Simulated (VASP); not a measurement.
Write the native input for VASP 6.6.1 that does the following.

| Property | Result |
| --- | --- |
| Task | single point |
| Functional | PBE |
| Potentials or basis | VASP PAW PBE potentials, release 64 (Sb) |
| Cutoff | 520 eV |
| k mesh | 8 × 8 × 8 |
| Occupations | gaussian, width 0.025 eV |
| Spin | no spin polarisation |
| Dipole correction | no |
| Further INCAR settings | ALGO = Normal; EDIFF = 1e-07; NBANDS = 8 |

The structure of Sb lies in POSCAR:

```
Sb
1.0
    3.1600000000      0.0000000000      0.0000000000
    0.0000000000      3.1600000000      0.0000000000
    0.0000000000      0.0000000000      3.1600000000
Sb
1
Direct
    0.0000000000      0.0000000000      0.0000000000
```

The input as run:

INCAR

```
SYSTEM = Sb
ALGO     = Normal         ! electronic algorithm
EDIFF    = 1E-7           ! SCF threshold, eV
ENCUT    = 520            ! plane-wave cutoff, eV
GGA      = PE             ! functional
ISIF     = 2              ! what is computed and relaxed
ISMEAR   = 0              ! smearing method
LASPH    = .True.         ! aspherical terms in the spheres
LCHARG   = .False.        ! write CHGCAR
LREAL    = .False.        ! projectors in reciprocal space
LWAVE    = .False.        ! write WAVECAR
NBANDS   = 8              ! bands
NELM     = 60             ! most SCF steps
PREC     = Accurate       ! precision mode
SIGMA    = 0.025          ! smearing width, eV
```

KPOINTS

```
k-points
0
Gamma
  8 8 8
  0 0 0
```

Potentials or basis: VASP PAW PBE potentials, release 64 (Sb).

Run with:

```bash
$ cat potpaw_PBE.64/Sb/POTCAR > POTCAR
$ mpirun -np 1 vasp_std > vasp.out
```

It gave:

* Pressure: -2.3 GPa

Wall time 2.9 s on 1 thread of Intel(R) Xeon(R) 6975P-C (Granite Rapids), with other jobs on the host, peak memory 0.13 GiB.
